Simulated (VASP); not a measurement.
# TiGePd3 (P4/mmm) in VASP: a series of runs

Runs on TiGePd3. Level: PBE. Tasks: single point, relaxation of cell and atoms.

Program: VASP 6.6.1. These are calculated values, not measurements. Logs are shortened: lines on timing, memory, paths and dates and some standing lists are left out, and cuts for length are marked.

## Step 1: The cell of the first run

Symmetry: P4/mmm, No. 123, tetragonal system. The conventional cell has a = 4.001 Å, b = 4.001 Å, c = 5.139 Å, α = 90.00°, β = 90.00°, γ = 90.00°. Within 2.7 Å of Ti (site symmetry 4/mmm) lie 4 Pd at 2.00 Å. Ge (site symmetry 4/mmm) has 6 Pd at 2.00 to 2.57 Å within 2.7 Å. Pd (site symmetry mmm) has 2 Ti at 2.00 Å and 2 Ge at 2.00 Å within 2.7 Å. Pd (site symmetry 4/mmm) has 2 Ge at 2.57 Å and 8 Pd at 3.26 Å within 3.4 Å.

## Step 2: Single point, PBE

Input file INCAR:

```
SYSTEM = TiGePd3
  ALGO = Normal
  EDIFF = 1E-6
  ENCUT = 520
  GGA = PE
  ISIF = 2
  ISMEAR = 0
  LASPH = .True.
  LCHARG = .False.
  LREAL = .False.
  LWAVE = .False.
  NBANDS = 36
  NELM = 100
  PREC = Accurate
  SIGMA = 0.1
```

Input file KPOINTS:

```
k-points
0
Gamma
  4 4 4
  0 0 0
```

Input file POSCAR:

```
TiGePd3
1.0
    4.0013978000      0.0000000000      0.0000000000
    0.0000000000      4.0013978000      0.0000000000
    0.0000000000      0.0000000000      5.1392530900
Ti Ge Pd
1 1 3
Direct
    0.0000000000      0.0000000000      0.5000000000
    0.5000000000      0.5000000000      0.5000000000
    0.0000000000      0.5000000000      0.5000000000
    0.5000000000      0.0000000000      0.5000000000
    0.5000000000      0.5000000000      0.0000000000
```

Potentials or basis: VASP PAW PBE potentials, release 64 (Ti_sv, Ge_d, Pd).

The run is started by

```sh
$ cat potpaw_PBE.64/Ti_sv/POTCAR potpaw_PBE.64/Ge_d/POTCAR potpaw_PBE.64/Pd/POTCAR > POTCAR
$ mpirun -np 1 vasp_std > vasp.out
```

OUTCAR:

```text
SYSTEM = TiGePd3
   EDIFF = 1E-6
   ENCUT = 520
   GGA = PE
   ISIF = 2
   ISMEAR = 0
   LASPH = .True.
   LREAL = .False.
   NELM = 100
   PREC = Accurate

 ion  position               nearest neighbor table
   1  0.000  0.000  0.500-   3 2.00   4 2.00   3 2.00   4 2.00   2 2.83   2 2.83   2 2.83   2 2.83

   2  0.500  0.500  0.500-   3 2.00   4 2.00   4 2.00   3 2.00   5 2.57   5 2.57   1 2.83   1 2.83
                             1 2.83   1 2.83
   3  0.000  0.500  0.500-   1 2.00   2 2.00   1 2.00   2 2.00   4 2.83   4 2.83   4 2.83   4 2.83
                             5 3.26   5 3.26   5 3.26   5 3.26
   4  0.500  0.000  0.500-   1 2.00   2 2.00   2 2.00   1 2.00   3 2.83   3 2.83   3 2.83   3 2.83
                             5 3.26   5 3.26   5 3.26   5 3.26
   5  0.500  0.500  0.000-   2 2.57   2 2.57   4 3.26   3 3.26   3 3.26   4 3.26   4 3.26   4 3.26
                             3 3.26   3 3.26

  LATTYP: Found a simple tetragonal cell.
 ALAT       =     4.0013978000
 C/A-ratio  =     1.2843644513

  Lattice vectors:

 A1 = (   4.0013978000,   0.0000000000,   0.0000000000)
 A2 = (   0.0000000000,   4.0013978000,   0.0000000000)
 A3 = (   0.0000000000,   0.0000000000,   5.1392530900)

Analysis of symmetry for initial positions (statically):
=====================================================================
 Subroutine PRICEL returns:
 Original cell was already a primitive cell.

 Routine SETGRP: Setting up the symmetry group for a
 simple tetragonal supercell.

 Subroutine GETGRP returns: Found 16 space group operations
 (whereof 16 operations were pure point group operations)
 out of a pool of 16 trial point group operations.

The static configuration has the point symmetry D_4h.

Analysis of symmetry for dynamics (positions and initial velocities):
=====================================================================
 Subroutine PRICEL returns:
 Original cell was already a primitive cell.

 Routine SETGRP: Setting up the symmetry group for a
 simple tetragonal supercell.

 Subroutine GETGRP returns: Found 16 space group operations
 (whereof 16 operations were pure point group operations)
 out of a pool of 16 trial point group operations.

The dynamic configuration has the point symmetry D_4h.

 Subroutine INISYM returns: Found 16 space group operations
 (whereof 16 operations are pure point group operations),
 and found     1 'primitive' translations

----------------------------------------------------------------------------------------

                                     Primitive cell

  volume of cell :      82.2855

  direct lattice vectors                    reciprocal lattice vectors
     4.001397800  0.000000000  0.000000000     0.249912668  0.000000000  0.000000000
     0.000000000  4.001397800  0.000000000     0.000000000  0.249912668  0.000000000
     0.000000000  0.000000000  5.139253090     0.000000000  0.000000000  0.194580804

  length of vectors
     4.001397800  4.001397800  5.139253090     0.249912668  0.249912668  0.194580804

  position of ions in fractional coordinates (direct lattice)
     0.000000000  0.000000000  0.500000000
     0.500000000  0.500000000  0.500000000
     0.000000000  0.500000000  0.500000000
     0.500000000  0.000000000  0.500000000
     0.500000000  0.500000000  0.000000000

  ion indices of the primitive-cell ions
   primitive index   ion index
                 1           1
                 2           2
                 3           3
                 4           4
                 5           5

----------------------------------------------------------------------------------------

 KPOINTS: k-points

Automatic generation of k-mesh.
 Grid dimensions read from file:
 generate k-points for:    4    4    4

 Generating k-lattice:

  Cartesian coordinates                     Fractional coordinates (reciprocal lattice)
     0.062478167  0.000000000  0.000000000     0.250000000  0.000000000  0.000000000
     0.000000000  0.062478167  0.000000000     0.000000000  0.250000000  0.000000000
     0.000000000  0.000000000  0.048645201     0.000000000  0.000000000  0.250000000

  Length of vectors
     0.062478167  0.062478167  0.048645201

  Shift w.r.t. Gamma in fractional coordinates (k-lattice)
     0.000000000  0.000000000  0.000000000

 Subroutine IBZKPT returns following result:
 ===========================================

 Found     18 irreducible k-points:

 Following reciprocal coordinates:
            Coordinates               Weight
  0.000000  0.000000  0.000000      1.000000
  0.250000  0.000000  0.000000      4.000000
  0.500000  0.000000  0.000000      2.000000
  0.250000  0.250000  0.000000      4.000000
  0.500000  0.250000  0.000000      4.000000
  0.500000  0.500000  0.000000      1.000000
[... 10 lines left out ...]
  0.500000  0.250000  0.500000      4.000000
  0.500000  0.500000  0.500000      1.000000
   k-points           NKPTS =     18   k-points in BZ     NKDIM =     18   number of bands    NBANDS=     36
   number of dos      NEDOS =    301   number of ions     NIONS =      5
   total plane-waves  NPLWV =  36000
   dimension x,y,z NGX =    30 NGY =   30 NGZ =   40
   dimension x,y,z NGXF=    60 NGYF=   60 NGZF=   80
   ions per type =               1   1   3
   NGX,Y,Z   is equivalent  to a cutoff of  12.46, 12.46, 12.94 a.u.
   NGXF,Y,Z  is equivalent  to a cutoff of  24.93, 24.93, 25.88 a.u.
 SYSTEM =  TiGePd3
   PREC   = accura    normal or accurate (medium, high low for compatibility)
   ISTART =      0    job   : 0-new  1-cont  2-samecut
   ICHARG =      2    charge: 1-file 2-atom 10-const
   ISPIN  =      1    spin polarized calculation?
   LNONCOLLINEAR =      F non collinear calculations
   LSORBIT =      F    spin-orbit coupling
   LASPH  =      T    aspherical Exc in radial PAW
   ENCUT  =  520.0 eV  38.22 Ry    6.18 a.u.   7.44  7.44  9.56*2*pi/ulx,y,z
   NELM   =    100;   NELMIN=  2; NELMDL= -5     # of ELM steps
   EDIFF  = 0.1E-05   stopping-criterion for ELM
   LREAL  =      F    real-space projection
   EDIFFG = 0.1E-04   stopping-criterion for IOM
   NSW    =      0    number of steps for IOM
   IBRION =     -1    ionic relax: 0-MD 1-quasi-New 2-CG
   NFREE  =      0    steps in history (QN), initial steepest desc. (CG)
   ISIF   =      2    stress and relaxation
   ISYM   =      2    0-nonsym 1-usesym 2-fastsym
   POTIM  = 0.5000    time-step for ionic-motion
   TEBEG  =    0.0;   TEEND  =   0.0 temperature during run
   PSTRESS=    0.0 pullay stress
   NELECT =      56.0000    total number of electrons
   NUPDOWN=      -1.0000    fix difference up-down
   EMIN   =  10.00;   EMAX   =-10.00  energy-range for DOS
   EFERMI =   0.00;   METHOD = LEGACY
   ISMEAR =     0;   SIGMA  =   0.10  broadening in eV -4-tet -1-fermi 0-gaus
   EFERMI_NEDOS =   21; number of points for ismear=-14 and -15
   IALGO  =     38    algorithm
   IMIX   =      4    mixing-type and parameters
     AMIX     =   0.40;   BMIX     =  1.00
     AMIX_MAG =   1.60;   BMIX_MAG =  1.00
  volume/ion in A,a.u.               =      16.46       111.06
  Fermi-wavevector in a.u.,A,eV,Ry     =   1.440002  2.721209 28.213109  2.073605
  Thomas-Fermi vector in A             =   2.558794
   LORBIT       =      0    0 simple, 1 ext, 2 COOP (PROOUT), +10 PAW based schemes
   GGA     = PE    functional components
   LHFCALC =     F    Hartree Fock is set to
   AEXX    =    0.0000 exact exchange contribution
   IVDW    =     0    specifies the selected vdW correction
   LEPSILON=     F    determine dielectric tensor
   LRPA    =     F    only Hartree local field effects (RPA)
 non-spin polarized calculation
 Gauss-broadening in eV      SIGMA  =   0.10
  energy-cutoff  :      520.00
  volume of cell :       82.29
 maximum number of plane-waves:      2244
 NGX is ok and might be reduce to    30
   NGX = 15   NGY = 15   NGZ = 19

 number of electron      55.9999985 magnetization

 Free energy of the ion-electron system (eV)
  ---------------------------------------------------
  ext. energy  EPLUGINS =         0.00000000
  ---------------------------------------------------
  free energy    TOTEN  =       -10.93581262 eV

  energy without entropy =      -10.90553804  energy(sigma->0) =      -10.92067533

 E-fermi :   9.3120     XC(G=0): -11.5617

 val. band max:        9.3069340870   @ k =   0.5000   0.2500   0.2500
 cond. band min:       9.3463710413   @ k =   0.5000   0.2500   0.2500
 fundamental gap:      0.0394369543
 Fermi energy:         9.3119661583

 k-point     1 :       0.0000    0.0000    0.0000
  band No.  band energies     occupation
      1     -48.6782      2.00000
      2     -25.1720      2.00000
      3     -25.1720      2.00000
      4     -24.5826      2.00000
      5     -17.1957      2.00000
      6     -16.9301      2.00000
[... 28 lines left out ...]
     35      14.3940      0.00000
     36      16.0500      0.00000

 k-point     2 :       0.2500    0.0000    0.0000
  band No.  band energies     occupation
      1     -48.6314      2.00000
      2     -25.4295      2.00000
      3     -25.1851      2.00000
      4     -24.5941      2.00000
      5     -17.1280      2.00000
      6     -16.9017      2.00000
[... 28 lines left out ...]
     35      14.2191      0.00000
     36      14.9214      0.00000

 k-point     3 :       0.5000    0.0000    0.0000
  band No.  band energies     occupation
      1     -48.5841      2.00000
      2     -25.6805      2.00000
      3     -25.1981      2.00000
      4     -24.6056      2.00000
      5     -17.0743      2.00000
      6     -16.8733      2.00000
[... 28 lines left out ...]
     35      13.0282      0.00000
     36      14.2057      0.00000

 k-point     4 :       0.2500    0.2500    0.0000
  band No.  band energies     occupation
      1     -48.5846      2.00000
      2     -25.4422      2.00000
      3     -25.4422      2.00000
      4     -24.6056      2.00000
      5     -17.0438      2.00000
      6     -16.8789      2.00000
[... 28 lines left out ...]
     35      14.7348      0.00000
     36      15.1184      0.00000

 k-point     5 :       0.5000    0.2500    0.0000
  band No.  band energies     occupation
      1     -48.5373      2.00000
      2     -25.6930      2.00000
      3     -25.4548      2.00000
      4     -24.6171      2.00000
      5     -16.9740      2.00000
      6     -16.8558      2.00000
[... 421 lines left out ...]
 k-point    16 :       0.2500    0.2500    0.5000
  band No.  band energies     occupation
      1     -48.5846      2.00000
      2     -25.4422      2.00000
      3     -25.4421      2.00000
      4     -24.6059      2.00000
      5     -17.0438      2.00000
      6     -16.8789      2.00000
[... 28 lines left out ...]
     35      13.2620      0.00000
     36      14.9483      0.00000

 k-point    17 :       0.5000    0.2500    0.5000
  band No.  band energies     occupation
      1     -48.5373      2.00000
      2     -25.6929      2.00000
      3     -25.4548      2.00000
      4     -24.6174      2.00000
      5     -16.9739      2.00000
      6     -16.8558      2.00000
[... 28 lines left out ...]
     35      13.7029      0.00000
     36      14.1899      0.00000

 k-point    18 :       0.5000    0.5000    0.5000
  band No.  band energies     occupation
      1     -48.4899      2.00000
      2     -25.7053      2.00000
      3     -25.7053      2.00000
      4     -24.6288      2.00000
      5     -16.8830      2.00000
      6     -16.8380      2.00000
[... 28 lines left out ...]
     35      12.0193      0.00000
     36      12.0193      0.00000

------------------------ aborting loop because EDIFF is reached ----------------------------------------

  FORCE on cell =-STRESS in cart. coord.  units (eV):
  Direction    XX          YY          ZZ          XY          YZ          ZX
  --------------------------------------------------------------------------------------
  -------------------------------------------------------------------------------------
  Total       88.4496059     88.4496059     -3.6708818      0.0000000     -0.0000000      0.0000000
  in kB     1722.1977627   1722.1977627    -71.4755526      0.0000000     -0.0000000      0.0000000
  external PRESSURE =    1124.3066576 kB  Pullay stress =       0.0000000 kB

 VOLUME and BASIS-vectors are now :
 -----------------------------------------------------------------------------
  energy-cutoff  :      520.00
  volume of cell :       82.29
      direct lattice vectors                 reciprocal lattice vectors
     4.001397800  0.000000000  0.000000000     0.249912668  0.000000000  0.000000000
     0.000000000  4.001397800  0.000000000     0.000000000  0.249912668  0.000000000
     0.000000000  0.000000000  5.139253090     0.000000000  0.000000000  0.194580804

 POSITION                                       TOTAL-FORCE (eV/Angst)
 -----------------------------------------------------------------------------------
      0.00000      0.00000      2.56963         0.000000      0.000000      0.000000
      2.00070      2.00070      2.56963         0.000000      0.000000      0.000000
      0.00000      2.00070      2.56963         0.000000      0.000000      0.000000
      2.00070      0.00000      2.56963         0.000000      0.000000      0.000000
      2.00070      2.00070      0.00000         0.000000      0.000000      0.000000
 -----------------------------------------------------------------------------------
    total drift:                                0.000000      0.000000     -0.000000

  FREE ENERGIE OF THE ION-ELECTRON SYSTEM (eV)
  ---------------------------------------------------
  free  energy   TOTEN  =       -10.9358126217 eV

  energy  without entropy=      -10.9055380429  energy(sigma->0) =      -10.92067533
```

Wall time 34 s (1 thread of Intel Xeon 6975P-C (Granite Rapids), shared host); peak memory 0.21 GiB.

What came out:

| Item | Value |
| --- | --- |
| Free energy | -10.9358 eV |
| Pressure | 112.4 GPa |
| Band gap on the k mesh | zero (band 28 reaches 9.76 eV, above the bottom of band 29 at 8.50 eV) |

Caveat: the k points lie up to 0.39 Å⁻¹ apart.

(Continued in part 2 of 2.)
